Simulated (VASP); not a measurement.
# HPt6 in VASP: notebook

Runs on HPt6. Level: PBE. Tasks: single point.

Program: VASP 6.6.1. These are calculated values, not measurements. Logs are shortened: lines on timing, memory, paths and dates and some standing lists are left out, and cuts for length are marked.

### Step 1. The cell of the first run

The cell holds a slab with vacuum, 14 atoms: a = 5.614 Å, b = 5.614 Å, c = 21.851 Å, α = 90.00°, β = 90.00°, γ = 90.00°.

### Step 2. Single point, PBE

The input, INCAR:

```
SYSTEM = HPt6
PREC     = Accurate       ! precision mode
ENCUT    = 520            ! plane-wave cutoff, eV
EDIFF    = 1E-6           ! SCF threshold, eV
ISMEAR   = 0              ! smearing method
SIGMA    = 0.1            ! smearing width, eV
LREAL    = .False.        ! projectors in reciprocal space
LASPH    = .True.         ! aspherical terms in the spheres
NELM     = 100            ! most SCF steps
ALGO     = Normal         ! electronic algorithm
ISIF     = 2              ! what is computed and relaxed
LWAVE    = .False.        ! write WAVECAR
LCHARG   = .True.         ! write CHGCAR
LDIPOL   = .True.       
IDIPOL   = 3            
DIPOL    = 0.5 0.5 0.303
GGA      = PE             ! functional
LELF     = .True.         ! ELF
LVHAR    = .True.       
LVACPOTAV= .True.       
NBANDS   = 74             ! bands
```

The input, KPOINTS:

```
regular mesh
0
Gamma
  5 5 1
  0 0 0
```

The input, POSCAR:

```
HPt6
1.0
    5.6143281343      0.0000000000      0.0000000000
    0.0000000000      5.6143281343      0.0000000000
    0.0000000000      0.0000000000     21.8513792319
Pt H
12 2
Direct
    0.2500000000      0.2500000000      0.1830548066
    0.2500000000      0.7500000000      0.1830548066
    0.7500000000      0.2500000000      0.1830548066
    0.7500000000      0.7500000000      0.1830548066
    0.0000000000      0.0000000000      0.2712126041
    0.0000000000      0.5000000000      0.2712126041
    0.5000000000      0.0000000000      0.2712126041
    0.5000000000      0.5000000000      0.2712126041
    0.2500000000      0.2500000000      0.3593081768
    0.2500000000      0.7500000000      0.3593081768
    0.7500000000      0.2500000000      0.3593081768
    0.7500000000      0.7500000000      0.3593081768
   -0.0578876033      0.0000000000      0.4965992818
    0.0578876033      0.0000000000      0.4965992818
```

Potentials or basis: VASP PAW PBE potentials, release 64 (Pt, H).

Started as:

```bash
$ cat potpaw_PBE.64/Pt/POTCAR potpaw_PBE.64/H/POTCAR > POTCAR
$ mpirun -np 1 vasp_std > vasp.out
```

OUTCAR:

```text
SYSTEM = HPt6
   PREC = Accurate
   ENCUT = 520
   EDIFF = 1E-6
   ISMEAR = 0
   LREAL = .False.
   LASPH = .True.
   NELM = 100
   ISIF = 2
   GGA = PE

 ion  position               nearest neighbor table
   1  0.250  0.250  0.183-   5 2.77   6 2.77   7 2.77   8 2.77   2 2.81   3 2.81   2 2.81   3 2.81

   2  0.250  0.750  0.183-   5 2.77   6 2.77   7 2.77   8 2.77   1 2.81   4 2.81   1 2.81   4 2.81

   3  0.750  0.250  0.183-   5 2.77   6 2.77   7 2.77   8 2.77   1 2.81   4 2.81   4 2.81   1 2.81
[... 15 lines left out ...]
  11  0.750  0.250  0.359-   5 2.77   6 2.77   7 2.77   8 2.77   9 2.81  12 2.81  12 2.81   9 2.81

  12  0.750  0.750  0.359-   5 2.77   6 2.77   7 2.77   8 2.77  10 2.81  11 2.81  11 2.81  10 2.81

  13  0.942  0.000  0.497-  14 0.65
  14  0.058  0.000  0.497-  13 0.65

  LATTYP: Found a simple tetragonal cell.
 ALAT       =     5.6143281343
 C/A-ratio  =     3.8920737636

  Lattice vectors:

 A1 = (   5.6143281343,   0.0000000000,   0.0000000000)
 A2 = (   0.0000000000,   5.6143281343,   0.0000000000)
 A3 = (   0.0000000000,   0.0000000000,  21.8513792319)

Analysis of symmetry for initial positions (statically):
=====================================================================
 Subroutine PRICEL returns:
 Original cell was already a primitive cell.

 Routine SETGRP: Setting up the symmetry group for a
 simple tetragonal supercell.

 Subroutine GETGRP returns: Found  4 space group operations
 (whereof  4 operations were pure point group operations)
 out of a pool of 16 trial point group operations.

The static configuration has the point symmetry C_2v.

Analysis of symmetry for dynamics (positions and initial velocities):
=====================================================================
 Subroutine PRICEL returns:
 Original cell was already a primitive cell.

 Routine SETGRP: Setting up the symmetry group for a
 simple tetragonal supercell.

 Subroutine GETGRP returns: Found  4 space group operations
 (whereof  4 operations were pure point group operations)
 out of a pool of 16 trial point group operations.

The dynamic configuration has the point symmetry C_2v.

 Subroutine INISYM returns: Found  4 space group operations
 (whereof  4 operations are pure point group operations),
 and found     1 'primitive' translations

----------------------------------------------------------------------------------------

                                     Primitive cell

  volume of cell :     688.7703

  direct lattice vectors                    reciprocal lattice vectors
     5.614328134  0.000000000  0.000000000     0.178115703  0.000000000  0.000000000
     0.000000000  5.614328134  0.000000000     0.000000000  0.178115703  0.000000000
     0.000000000  0.000000000 21.851379232     0.000000000  0.000000000  0.045763702

  length of vectors
     5.614328134  5.614328134 21.851379232     0.178115703  0.178115703  0.045763702

  position of ions in fractional coordinates (direct lattice)
     0.250000000  0.250000000  0.183054807
     0.250000000  0.750000000  0.183054807
     0.750000000  0.250000000  0.183054807
     0.750000000  0.750000000  0.183054807
     0.000000000  0.000000000  0.271212604
     0.000000000  0.500000000  0.271212604
     0.500000000  0.000000000  0.271212604
     0.500000000  0.500000000  0.271212604
     0.250000000  0.250000000  0.359308177
     0.250000000  0.750000000  0.359308177
     0.750000000  0.250000000  0.359308177
     0.750000000  0.750000000  0.359308177
     0.942112397  0.000000000  0.496599282
     0.057887603  0.000000000  0.496599282

  ion indices of the primitive-cell ions
   primitive index   ion index
                 1           1
                 2           2
                 3           3
                 4           4
                 5           5
                 6           6
                 7           7
                 8           8
                 9           9
                10          10
                11          11
                12          12
                13          13
                14          14

----------------------------------------------------------------------------------------

 KPOINTS: regular mesh

Automatic generation of k-mesh.
 Grid dimensions read from file:
 generate k-points for:    5    5    1

 Generating k-lattice:

  Cartesian coordinates                     Fractional coordinates (reciprocal lattice)
     0.035623141  0.000000000  0.000000000     0.200000000  0.000000000  0.000000000
     0.000000000  0.035623141  0.000000000     0.000000000  0.200000000  0.000000000
     0.000000000  0.000000000  0.045763702     0.000000000  0.000000000  1.000000000

  Length of vectors
     0.035623141  0.035623141  0.045763702

  Shift w.r.t. Gamma in fractional coordinates (k-lattice)
     0.000000000  0.000000000  0.000000000

 Subroutine IBZKPT returns following result:
 ===========================================

 Found      9 irreducible k-points:

 Following reciprocal coordinates:
            Coordinates               Weight
  0.000000  0.000000  0.000000      1.000000
  0.200000  0.000000  0.000000      2.000000
  0.000000  0.200000  0.000000      2.000000
  0.400000  0.000000  0.000000      2.000000
  0.000000  0.400000  0.000000      2.000000
  0.200000  0.200000  0.000000      4.000000
  0.400000  0.200000  0.000000      4.000000
 -0.200000  0.400000  0.000000      4.000000
  0.400000  0.400000  0.000000      4.000000
   k-points           NKPTS =      9   k-points in BZ     NKDIM =      9   number of bands    NBANDS=     74
   number of dos      NEDOS =    301   number of ions     NIONS =     14
   total plane-waves  NPLWV = 296352
   dimension x,y,z NGX =    42 NGY =   42 NGZ =  168
   dimension x,y,z NGXF=    84 NGYF=   84 NGZF=  336
   ions per type =              12   2
   NGX,Y,Z   is equivalent  to a cutoff of  12.44, 12.44, 12.78 a.u.
   NGXF,Y,Z  is equivalent  to a cutoff of  24.87, 24.87, 25.56 a.u.
 SYSTEM =  HPt6
   PREC   = accura    normal or accurate (medium, high low for compatibility)
   ISTART =      0    job   : 0-new  1-cont  2-samecut
   ICHARG =      2    charge: 1-file 2-atom 10-const
   ISPIN  =      1    spin polarized calculation?
   LNONCOLLINEAR =      F non collinear calculations
   LSORBIT =      F    spin-orbit coupling
   LASPH  =      T    aspherical Exc in radial PAW
   ENCUT  =  520.0 eV  38.22 Ry    6.18 a.u.  10.44 10.44 40.63*2*pi/ulx,y,z
   NELM   =    100;   NELMIN=  2; NELMDL= -5     # of ELM steps
   EDIFF  = 0.1E-05   stopping-criterion for ELM
   LREAL  =      F    real-space projection
   EDIFFG = 0.1E-04   stopping-criterion for IOM
   NSW    =      0    number of steps for IOM
   IBRION =     -1    ionic relax: 0-MD 1-quasi-New 2-CG
   NFREE  =      0    steps in history (QN), initial steepest desc. (CG)
   ISIF   =      2    stress and relaxation
   ISYM   =      2    0-nonsym 1-usesym 2-fastsym
   POTIM  = 0.5000    time-step for ionic-motion
   TEBEG  =    0.0;   TEEND  =   0.0 temperature during run
   PSTRESS=    0.0 pullay stress
   NELECT =     122.0000    total number of electrons
   NUPDOWN=      -1.0000    fix difference up-down
   EMIN   =  10.00;   EMAX   =-10.00  energy-range for DOS
   EFERMI =   0.00;   METHOD = LEGACY
   ISMEAR =     0;   SIGMA  =   0.10  broadening in eV -4-tet -1-fermi 0-gaus
   EFERMI_NEDOS =   21; number of points for ismear=-14 and -15
   IALGO  =     38    algorithm
   IMIX   =      4    mixing-type and parameters
     AMIX     =   0.40;   BMIX     =  1.00
     AMIX_MAG =   1.60;   BMIX_MAG =  1.00
  volume/ion in A,a.u.               =      49.20       332.00
  Fermi-wavevector in a.u.,A,eV,Ry     =   0.919397  1.737409 11.500891  0.845292
  Thomas-Fermi vector in A             =   2.044587
   LORBIT       =      0    0 simple, 1 ext, 2 COOP (PROOUT), +10 PAW based schemes
   GGA     = PE    functional components
   LHFCALC =     F    Hartree Fock is set to
   AEXX    =    0.0000 exact exchange contribution
   IVDW    =     0    specifies the selected vdW correction
   LEPSILON=     F    determine dielectric tensor
   LRPA    =     F    only Hartree local field effects (RPA)
 non-spin polarized calculation
 Gauss-broadening in eV      SIGMA  =   0.10
  energy-cutoff  :      520.00
  volume of cell :      688.77
 maximum number of plane-waves:     18583
 NGX is ok and might be reduce to    42
   NGX = 21   NGY = 21   NGZ = 81

 dipolmoment           0.000000      0.000000      0.003035 electrons x Angstroem

 number of electron     122.0000010 magnetization

 dipolmoment           0.000000      0.000000     -0.015215 electrons x Angstroem

 Free energy of the ion-electron system (eV)
  ---------------------------------------------------
  ext. energy  EPLUGINS =         0.00000000
  ---------------------------------------------------
  free energy    TOTEN  =       -72.50562715 eV

  energy without entropy =      -72.38761244  energy(sigma->0) =      -72.44661980

 E-fermi :  -1.1972     XC(G=0):  -4.6404

 val. band max:       -1.2095888073   @ k =   0.4000   0.4000   0.0000
 cond. band min:      -1.1958960486   @ k =   0.2000   0.2000   0.0000
 fundamental gap:      0.0136927587
 Fermi energy:        -1.1971880882

 k-point     1 :       0.0000    0.0000    0.0000
  band No.  band energies     occupation
      1     -10.0471      2.00000
      2      -7.6543      2.00000
      3      -7.6534      2.00000
      4      -7.5494      2.00000
      5      -7.4189      2.00000
      6      -7.4188      2.00000
[... 673 lines left out ...]
     72       2.3430      0.00000
     73       3.1436      0.00000
 [bands above 73 left out]

------------------------ aborting loop because EDIFF is reached ----------------------------------------

  FORCE on cell =-STRESS in cart. coord.  units (eV):
  Direction    XX          YY          ZZ          XY          YZ          ZX
  --------------------------------------------------------------------------------------
  -------------------------------------------------------------------------------------
  Total      -10.0396660    -13.2244977      0.0076030      0.0000000      0.0000000      0.0000000
  in kB      -23.3536846    -30.7620541      0.0176855      0.0000000      0.0000000      0.0000000
  external PRESSURE =     -18.0326844 kB  Pullay stress =       0.0000000 kB

 VOLUME and BASIS-vectors are now :
 -----------------------------------------------------------------------------
  energy-cutoff  :      520.00
  volume of cell :      688.77
      direct lattice vectors                 reciprocal lattice vectors
     5.614328134  0.000000000  0.000000000     0.178115703  0.000000000  0.000000000
     0.000000000  5.614328134  0.000000000     0.000000000  0.178115703  0.000000000
     0.000000000  0.000000000 21.851379232     0.000000000  0.000000000  0.045763702

 POSITION                                       TOTAL-FORCE (eV/Angst)
 -----------------------------------------------------------------------------------
      1.40358      1.40358      4.00000        -0.002447     -0.001338      0.010286
      1.40358      4.21075      4.00000        -0.002447      0.001338      0.010286
      4.21075      1.40358      4.00000         0.002447     -0.001338      0.010286
      4.21075      4.21075      4.00000         0.002447      0.001338      0.010286
      0.00000      0.00000      5.92637         0.000000      0.000000     -0.012910
      0.00000      2.80716      5.92637         0.000000      0.000000     -0.002847
      2.80716      0.00000      5.92637         0.000000      0.000000     -0.005112
      2.80716      2.80716      5.92637         0.000000      0.000000     -0.031491
      1.40358      1.40358      7.85138         0.006790      0.005416     -0.018122
      1.40358      4.21075      7.85138         0.006790     -0.005416     -0.018122
      4.21075      1.40358      7.85138        -0.006790      0.005416     -0.018122
      4.21075      4.21075      7.85138        -0.006790     -0.005416     -0.018122
      5.28933      0.00000     10.85138        -4.907075      0.000000      0.041854
      0.32500      0.00000     10.85138         4.907075      0.000000      0.041854
 -----------------------------------------------------------------------------------
    total drift:                                0.000000      0.000000     -0.000144

  FREE ENERGIE OF THE ION-ELECTRON SYSTEM (eV)
  ---------------------------------------------------
  free  energy   TOTEN  =       -72.5056271514 eV

  energy  without entropy=      -72.3876124424  energy(sigma->0) =      -72.44661980

 vacuum level on the upper side and lower side of the slab         4.409         4.496
```

Wall time 13 min (1 thread of Intel Xeon 6975P-C (Granite Rapids), shared host); peak memory 0.78 GiB.

What came out:

```yaml
Free_energy: -72.5056 eV
Largest_force: 4.907 eV/Å
Band_gap_on_the_k_mesh: zero (bands 61 and 62 overlap by 0.16 eV)
```

Forces on the atoms (eV/Å):
```
Pt  -0.002 -0.001  0.010
Pt  -0.002  0.001  0.010
Pt   0.002 -0.001  0.010
Pt   0.002  0.001  0.010
Pt   0.000  0.000 -0.013
Pt   0.000  0.000 -0.003
Pt   0.000  0.000 -0.005
Pt   0.000  0.000 -0.031
Pt   0.007  0.005 -0.018
Pt   0.007 -0.005 -0.018
Pt  -0.007  0.005 -0.018
Pt  -0.007 -0.005 -0.018
H   -4.907  0.000  0.042
H    4.907  0.000  0.042
```

Levels at points of the mesh, in eV from the Fermi level:
| k point | band 59 | band 60 | band 61 | band 62 | band 63 | band 64 |
| --- | --- | --- | --- | --- | --- | --- |
| (0.00, 0.00, 0.00) | 0.08 | 0.14 | 0.14 | 0.34 | 0.79 | 0.80 |

Caveat: spin-orbit coupling is left out, which moves the levels of the heavy elements.

(Part 1 of 2 ends here.)
